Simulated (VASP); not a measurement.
# SiC (R3m) in VASP: a series of runs

SiC is run at these levels: PBE; tasks: single point.

Everything below comes from runs of VASP 6.6.1. Logs are shortened: lines on timing, memory, paths and dates and some standing lists are left out, and cuts for length are marked.

## Step 1: The cell of the first run

Symmetry: R3m, No. 160, trigonal system. Conventional cell: a = 3.138 Å, b = 3.138 Å, c = 7.210 Å, α = 90.00°, β = 90.00°, γ = 120.00°. Within 2.4 Å of Si (site symmetry 3m) lie 4 C at 1.80 to 1.91 Å. Within 2.4 Å of C (site symmetry 3m) lie 4 Si at 1.80 to 1.91 Å.

## Step 2: Single point, PBE

Contents of INCAR:

```
  ALGO = Normal
  EDIFF = 1E-7
  ENCUT = 520
  GGA = PE
  ISIF = 2
  ISMEAR = 0
  LASPH = True
  LCHARG = True
  LELF = True
  LREAL = False
  LVHAR = True
  LWAVE = False
  NBANDS = 11
  NELM = 60
  PREC = Accurate
  SIGMA = 0.05
```

Contents of KPOINTS:

```
k-points
0
Gamma
  12 12 12
```

Contents of POSCAR:

```
SiC
1.0
    0.0000000000      2.2190903547      2.2190903547
    2.2190903547      0.0000000000      2.2190903547
    2.1272200140      2.1272200140      0.0918703407
Si C
1 1
Direct
    0.0000000000      0.0000000000      0.0000000000
    0.7500000000      0.7500000000      0.7500000000
```

Potentials or basis: VASP PAW PBE potentials, release 64 (Si, C).

Launch:

```console
cat potpaw_PBE.64/Si/POTCAR potpaw_PBE.64/C/POTCAR > POTCAR
mpirun -np 1 vasp_std > vasp.out
```

OUTCAR:

```text
EDIFF = 1E-7
   ENCUT = 520
   GGA = PE
   ISIF = 2
   ISMEAR = 0
   LASPH = True
   LREAL = False
   NELM = 60
   PREC = Accurate

 ion  position               nearest neighbor table
   1  0.000  0.000  0.000-   2 1.80   2 1.91   2 1.91   2 1.91
   2  0.750  0.750  0.750-   1 1.80   1 1.91   1 1.91   1 1.91

  LATTYP: Found a trigonal (rhomboedric) cell.
 ALAT       =     3.0097458589
 COS(alpha) =     0.4563863912

  Lattice vectors:

 A1 = (   2.1272200140,  -0.0918703407,  -2.1272200140)
 A2 = (  -0.0918703407,   2.1272200140,  -2.1272200140)
 A3 = (   2.1272200140,   2.1272200140,   0.0918703407)

Analysis of symmetry for initial positions (statically):
=====================================================================
 Subroutine PRICEL returns:
 Original cell was already a primitive cell.

 Routine SETGRP: Setting up the symmetry group for a
 trigonal (rhombohedral) supercell.

 Subroutine GETGRP returns: Found  6 space group operations
 (whereof  6 operations were pure point group operations)
 out of a pool of 12 trial point group operations.

The static configuration has the point symmetry C_3v.

Analysis of symmetry for dynamics (positions and initial velocities):
=====================================================================
 Subroutine PRICEL returns:
 Original cell was already a primitive cell.

 Routine SETGRP: Setting up the symmetry group for a
 trigonal (rhombohedral) supercell.

 Subroutine GETGRP returns: Found  6 space group operations
 (whereof  6 operations were pure point group operations)
 out of a pool of 12 trial point group operations.

The dynamic configuration has the point symmetry C_3v.

 Subroutine INISYM returns: Found  6 space group operations
 (whereof  6 operations are pure point group operations),
 and found     1 'primitive' translations

----------------------------------------------------------------------------------------

                                     Primitive cell

  volume of cell :      20.4980

  direct lattice vectors                    reciprocal lattice vectors
     0.000000000  2.219090355  2.219090355    -0.230290439  0.220344659  0.230290439
     2.219090355  0.000000000  2.219090355     0.220344659 -0.230290439  0.230290439
     2.127220014  2.127220014  0.091870341     0.240236218  0.240236218 -0.240236218

  length of vectors
     3.138267676  3.138267676  3.009745859     0.393216405  0.393216405  0.416101336

  position of ions in fractional coordinates (direct lattice)
     0.000000000  0.000000000  0.000000000
     0.750000000  0.750000000  0.750000000

  ion indices of the primitive-cell ions
   primitive index   ion index
                 1           1
                 2           2

----------------------------------------------------------------------------------------

 KPOINTS: k-points

Automatic generation of k-mesh.
 Grid dimensions read from file:
 generate k-points for:   12   12   12

 Generating k-lattice:

  Cartesian coordinates                     Fractional coordinates (reciprocal lattice)
    -0.019190870  0.018362055  0.019190870     0.083333333  0.000000000  0.000000000
     0.018362055 -0.019190870  0.019190870     0.000000000  0.083333333  0.000000000
     0.020019685  0.020019685 -0.020019685     0.000000000  0.000000000  0.083333333

  Length of vectors
     0.032768034  0.032768034  0.034675111

  Shift w.r.t. Gamma in fractional coordinates (k-lattice)
     0.000000000  0.000000000  0.000000000

 Subroutine IBZKPT returns following result:
 ===========================================

 Found    189 irreducible k-points:

 Following reciprocal coordinates:
            Coordinates               Weight
  0.000000  0.000000  0.000000      1.000000
  0.083333  0.000000 -0.000000      6.000000
  0.166667  0.000000 -0.000000      6.000000
  0.250000  0.000000  0.000000      6.000000
  0.333333  0.000000 -0.000000      6.000000
  0.416667  0.000000  0.000000      6.000000
[... 16 lines left out ...]
  0.500000  0.166667 -0.000000     12.000000
 -0.416667  0.166667 -0.000000     12.000000
 [... further k-points ...]
   k-points           NKPTS =    189   k-points in BZ     NKDIM =    189   number of bands    NBANDS=     11
   number of dos      NEDOS =    301   number of ions     NIONS =      2
   total plane-waves  NPLWV =  13824
   dimension x,y,z NGX =    24 NGY =   24 NGZ =   24
   dimension x,y,z NGXF=    48 NGYF=   48 NGZF=   48
   ions per type =               1   1
   NGX,Y,Z   is equivalent  to a cutoff of  12.71, 12.71, 13.26 a.u.
   NGXF,Y,Z  is equivalent  to a cutoff of  25.43, 25.43, 26.51 a.u.
 SYSTEM =  unknown system
   PREC   = accura    normal or accurate (medium, high low for compatibility)
   ISTART =      0    job   : 0-new  1-cont  2-samecut
   ICHARG =      2    charge: 1-file 2-atom 10-const
   ISPIN  =      1    spin polarized calculation?
   LNONCOLLINEAR =      F non collinear calculations
   LSORBIT =      F    spin-orbit coupling
   LASPH  =      T    aspherical Exc in radial PAW
   ENCUT  =  520.0 eV  38.22 Ry    6.18 a.u.   5.84  5.84  5.60*2*pi/ulx,y,z
   NELM   =     60;   NELMIN=  2; NELMDL= -5     # of ELM steps
   EDIFF  = 0.1E-06   stopping-criterion for ELM
   LREAL  =      F    real-space projection
   EDIFFG = 0.1E-05   stopping-criterion for IOM
   NSW    =      0    number of steps for IOM
   IBRION =     -1    ionic relax: 0-MD 1-quasi-New 2-CG
   NFREE  =      0    steps in history (QN), initial steepest desc. (CG)
   ISIF   =      2    stress and relaxation
   ISYM   =      2    0-nonsym 1-usesym 2-fastsym
   POTIM  = 0.5000    time-step for ionic-motion
   TEBEG  =    0.0;   TEEND  =   0.0 temperature during run
   PSTRESS=    0.0 pullay stress
   NELECT =       8.0000    total number of electrons
   NUPDOWN=      -1.0000    fix difference up-down
   EMIN   =  10.00;   EMAX   =-10.00  energy-range for DOS
   EFERMI =   0.00;   METHOD = LEGACY
   ISMEAR =     0;   SIGMA  =   0.05  broadening in eV -4-tet -1-fermi 0-gaus
   EFERMI_NEDOS =   21; number of points for ismear=-14 and -15
   IALGO  =     38    algorithm
   IMIX   =      4    mixing-type and parameters
     AMIX     =   0.40;   BMIX     =  1.00
     AMIX_MAG =   1.60;   BMIX_MAG =  1.00
  volume/ion in A,a.u.               =      10.25        69.16
  Fermi-wavevector in a.u.,A,eV,Ry     =   1.196376  2.260823 19.474228  1.431315
  Thomas-Fermi vector in A             =   2.332318
   LORBIT       =      0    0 simple, 1 ext, 2 COOP (PROOUT), +10 PAW based schemes
   GGA     = PE    functional components
   LHFCALC =     F    Hartree Fock is set to
   AEXX    =    0.0000 exact exchange contribution
   IVDW    =     0    specifies the selected vdW correction
   LEPSILON=     F    determine dielectric tensor
   LRPA    =     F    only Hartree local field effects (RPA)
 non-spin polarized calculation
 Gauss-broadening in eV      SIGMA  =   0.05
  energy-cutoff  :      520.00
  volume of cell :       20.50
 maximum number of plane-waves:       565
   NGX = 11   NGY = 11   NGZ = 11

 number of electron       8.0000001 magnetization

 Free energy of the ion-electron system (eV)
  ---------------------------------------------------
  ext. energy  EPLUGINS =         0.00000000
  ---------------------------------------------------
  free energy    TOTEN  =       -14.95051889 eV

  energy without entropy =      -14.95051889  energy(sigma->0) =      -14.95051889

 E-fermi :   8.7159     XC(G=0): -11.3959

 val. band max:        8.4103836131   @ k =   0.0000   0.0000   0.0000
 cond. band min:       9.4897810526   @ k =   0.5000   0.5000  -0.0000
 fundamental gap:      1.0793974395
 Fermi energy:         8.7159009969

 k-point     1 :       0.0000    0.0000    0.0000
  band No.  band energies     occupation
      1      -7.2756      2.00000
      2       8.0999      2.00000
      3       8.0999      2.00000
      4       8.4104      2.00000
      5      14.0199      0.00000
      6      15.1101      0.00000
      7      15.1101      0.00000
      8      17.1902      0.00000
      9      22.8194      0.00000
     10      22.8194      0.00000
     11      24.8370      0.00000

 k-point     2 :       0.0833    0.0000   -0.0000
  band No.  band energies     occupation
      1      -7.1433      2.00000
      2       7.3554      2.00000
      3       8.0241      2.00000
      4       8.2956      2.00000
      5      14.3649      0.00000
      6      15.2789      0.00000
      7      15.3238      0.00000
      8      17.2595      0.00000
      9      21.9883      0.00000
     10      22.2696      0.00000
     11      24.7989      0.00000

 k-point     3 :       0.1667    0.0000   -0.0000
  band No.  band energies     occupation
      1      -6.7503      2.00000
      2       5.6742      2.00000
      3       7.8365      2.00000
      4       8.0565      2.00000
      5      14.5408      0.00000
      6      15.6323      0.00000
      7      16.0684      0.00000
      8      17.5038      0.00000
      9      21.0628      0.00000
     10      21.7337      0.00000
     11      24.0948      0.00000

 k-point     4 :       0.2500    0.0000    0.0000
  band No.  band energies     occupation
      1      -6.1119      2.00000
      2       3.7447      2.00000
      3       7.6175      2.00000
      4       7.7769      2.00000
      5      14.3774      0.00000
      6      15.7890      0.00000
      7      16.6123      0.00000
      8      17.8704      0.00000
      9      20.9969      0.00000
     10      22.0522      0.00000
     11      23.6505      0.00000
[... 239 lines left out ...]
 k-point    22 :       0.4167    0.1667   -0.0000
  band No.  band energies     occupation
      1      -4.4745      2.00000
      2       1.5545      2.00000
      3       5.9773      2.00000
      4       6.6274      2.00000
      5      13.2946      0.00000
      6      16.0761      0.00000
      7      17.2802      0.00000
      8      17.9457      0.00000
      9      21.7290      0.00000
     10      25.5440      0.00000
     11      26.6106      0.00000

 k-point    23 :       0.5000    0.1667   -0.0000
  band No.  band energies     occupation
      1      -3.6483      2.00000
      2       0.2949      2.00000
      3       5.5128      2.00000
      4       6.6921      2.00000
      5      13.3786      0.00000
      6      16.1062      0.00000
      7      17.5214      0.00000
      8      18.4482      0.00000
      9      22.1057      0.00000
     10      25.7024      0.00000
     11      26.7224      0.00000

 k-point    24 :      -0.4167    0.1667   -0.0000
  band No.  band energies     occupation
      1      -3.5289      2.00000
      2       0.1375      2.00000
      3       5.1631      2.00000
      4       6.9048      2.00000
      5      13.6805      0.00000
      6      16.0195      0.00000
      7      17.3185      0.00000
      8      19.2433      0.00000
      9      22.4697      0.00000
     10      24.2310      0.00000
     11      26.4775      0.00000

 [... further k-points ...]
[... 5 lines left out ...]
  --------------------------------------------------------------------------------------
  -------------------------------------------------------------------------------------
  Total        0.8585668      0.8585668      0.8585668      1.6193041     -1.6193041     -1.6193041
  in kB       67.1078258     67.1078258     67.1078258    126.5690451   -126.5690451   -126.5690451
  external PRESSURE =      67.1078258 kB  Pullay stress =       0.0000000 kB

 VOLUME and BASIS-vectors are now :
 -----------------------------------------------------------------------------
  energy-cutoff  :      520.00
  volume of cell :       20.50
      direct lattice vectors                 reciprocal lattice vectors
     0.000000000  2.219090355  2.219090355    -0.230290439  0.220344659  0.230290439
     2.219090355  0.000000000  2.219090355     0.220344659 -0.230290439  0.230290439
     2.127220014  2.127220014  0.091870341     0.240236218  0.240236218 -0.240236218

 POSITION                                       TOTAL-FORCE (eV/Angst)
 -----------------------------------------------------------------------------------
      0.00000      0.00000      0.00000        -0.510628     -0.510628      0.510628
      3.25973      3.25973      3.39754         0.510628      0.510628     -0.510628
 -----------------------------------------------------------------------------------
    total drift:                               -0.000004     -0.000004      0.000004

  FREE ENERGIE OF THE ION-ELECTRON SYSTEM (eV)
  ---------------------------------------------------
  free  energy   TOTEN  =       -14.9505188872 eV

  energy  without entropy=      -14.9505188872  energy(sigma->0) =      -14.95051889
```

Run time: 16 s. Hardware: 1 thread of Intel Xeon Platinum 8488C (Sapphire Rapids), shared host; peak memory 0.15 GiB.

Results:

```
Free energy            : -14.9505 eV
Pressure               : 6.7 GPa
Largest force          : 0.884 eV/Å
Band gap on the k mesh : 1.08 eV, indirect (least direct gap 4.11 eV)
```

Forces on the atoms (eV/Å):
```
Si  -0.511 -0.511  0.511
C    0.511  0.511 -0.511
```

Stress tensor (GPa, compression positive):
```
  6.71  12.66 -12.66
 12.66   6.71 -12.66
-12.66 -12.66   6.71
```

## Step 3: Single point, PBE

Contents of INCAR:

```
SYSTEM = SiC
ALGO = Normal
EDIFF = 1E-7
ENCUT = 520
GGA = PE
ISIF = 2
ISMEAR = 0
LASPH = .TRUE.
LCHARG = .FALSE.
LREAL = .FALSE.
LWAVE = .FALSE.
NBANDS = 11
NELM = 60
PREC = Accurate
SIGMA = 0.05
```

Contents of KPOINTS:

```
k-points
0
G
  12 12 12
  0 0 0
```

Contents of POSCAR:

```
SiC
1.0
    0.0000000000      2.1955444672      2.1955444672
    2.1955444672      0.0000000000      2.1955444672
    2.1492916637      2.1492916637      0.0462528034
Si C
1 1
Direct
    0.0000000000      0.0000000000      0.0000000000
    0.7500000000      0.7500000000      0.7500000000
```

Potentials or basis: VASP PAW PBE potentials, release 64 (Si, C).

Launch:

```console
cat potpaw_PBE.64/Si/POTCAR potpaw_PBE.64/C/POTCAR > POTCAR
mpirun -np 1 vasp_std > vasp.out
```

Run time: 17 s. Hardware: 1 thread of Intel Xeon Platinum 8488C (Sapphire Rapids), shared host; peak memory 0.16 GiB.

It converged, with:

```
Free energy            : -15.0274 eV
Pressure               : 5.7 GPa
Largest force          : 0.383 eV/Å
Band gap on the k mesh : 1.22 eV, indirect (least direct gap 4.36 eV)
```

Forces in eV/Å, atoms in the order of the input:
```
Si  -0.221 -0.221  0.221
C    0.221  0.221 -0.221
```

Stress tensor (GPa, compression positive):
```
 5.70  6.18 -6.18
 6.18  5.70 -6.18
-6.18 -6.18  5.70
```

Levels at points of the mesh, in eV from the valence-band top:
| k point | band 2 | band 3 | band 4 | band 5 | band 6 | band 7 |
| --- | --- | --- | --- | --- | --- | --- |
| (0.00, 0.00, 0.00) | -0.17 | -0.17 | 0.00 | 6.03 | 7.02 | 7.02 |
| (0.50, 0.00, 0.00) | -8.72 | -1.12 | -1.09 | 5.54 | 7.01 | 7.50 |
| (0.50, 0.50, 0.00) | -7.93 | -3.48 | -3.14 | 1.22 | 4.27 | 13.87 |
| (0.00, 0.00, 0.50) | -8.64 | -1.35 | -1.35 | 4.95 | 6.88 | 6.88 |

A k mesh can miss the band edges. PBE gaps usually lie below the measured ones, often by a third to a half.

## Step 4: Single point, PBE

This run uses another cell than the first one, of 10.50 Å³/atom, 1.025 times its volume.

Contents of INCAR:

```
SYSTEM = SiC
ALGO = Normal ; EDIFF = 1E-6
ENCUT = 520 ; GGA = PE
ISIF = 2 ; ISMEAR = 0
LASPH = .TRUE. ; LCHARG = .TRUE.
LELF = .TRUE. ; LREAL = .FALSE.
LVHAR = .TRUE. ; LWAVE = .FALSE.
NBANDS = 11 ; NELM = 80
PREC = Accurate ; SIGMA = 0.05
```

KPOINTS is that of step 3.

Contents of POSCAR:

```
SiC
1.0
    0.0000000000      2.1550112119      2.1550112119
    2.1550112119      0.0000000000      2.1550112119
    2.2258392471      2.2258392471     -0.0708280352
Si C
1 1
Direct
    0.0000000000      0.0000000000      0.0000000000
    0.7500000000      0.7500000000      0.7500000000
```

Launch:

```console
cat potpaw_PBE.64/Si/POTCAR potpaw_PBE.64/C/POTCAR > POTCAR
mpirun -np 1 vasp_std > vasp.out
```

Wall time 17 s (1 thread of Intel Xeon Platinum 8488C (Sapphire Rapids), shared host); peak memory 0.16 GiB.

It converged, with:

```yaml
Free_energy: -15.0088 eV
Pressure: 0.6 GPa
Largest_force: 0.313 eV/Å
Band_gap_on_the_k_mesh: 1.24 eV, indirect (least direct gap 4.24 eV)
```

Forces in eV/Å, atoms in the order of the input:
```
Si   0.181  0.181 -0.181
C   -0.181 -0.181  0.181
```

Stress tensor (GPa, compression positive):
```
 0.63 -8.17  8.17
-8.17  0.63  8.17
 8.17  8.17  0.63
```

Levels at points of the mesh, in eV from the valence-band top:
| k point | band 1 | band 2 | band 3 | band 4 | band 5 | band 6 | band 7 | band 8 | band 9 |
| --- | --- | --- | --- | --- | --- | --- | --- | --- | --- |
| (0.00, 0.00, 0.00) | -15.39 | -0.30 | 0.00 | 0.00 | 5.28 | 7.11 | 7.48 | 7.48 | 14.35 |
| (0.50, 0.00, 0.00) | -11.75 | -8.53 | -1.25 | -1.20 | 4.91 | 6.65 | 7.30 | 9.82 | 15.64 |
| (0.50, 0.50, 0.00) | -10.45 | -7.84 | -3.48 | -3.01 | 1.24 | 4.23 | 13.49 | 13.68 | 14.77 |
| (0.00, 0.00, 0.50) | -12.25 | -8.61 | -0.88 | -0.88 | 5.90 | 7.47 | 7.47 | 10.05 | 15.81 |

## Step 5: Summary

```csv
cell,gap on the mesh (eV),pressure (GPa),largest force (eV/Å)
"a = 3.138, b = 3.138, c = 3.010 Å, angles 58.6, 58.6, 60.0°, 2 atoms",1.08,6.7,0.88
"a = 3.105, b = 3.105, c = 3.040 Å, angles 59.3, 59.3, 60.0°, 2 atoms",1.22,5.7,0.38
"a = 3.048, b = 3.048, c = 3.149 Å, angles 61.1, 61.1, 60.0°, 2 atoms",1.24,0.6,0.31
```

Alike in all rows: task single point; level PBE; potentials or basis VASP PAW PBE potentials, release 64 (Si, C); no spin polarisation; k mesh 12 × 12 × 12; cutoff (eV) 520; smearing gaussian 0.05 eV.

Total energies depend on the potentials used, so only differences within one code and one set of settings carry meaning.
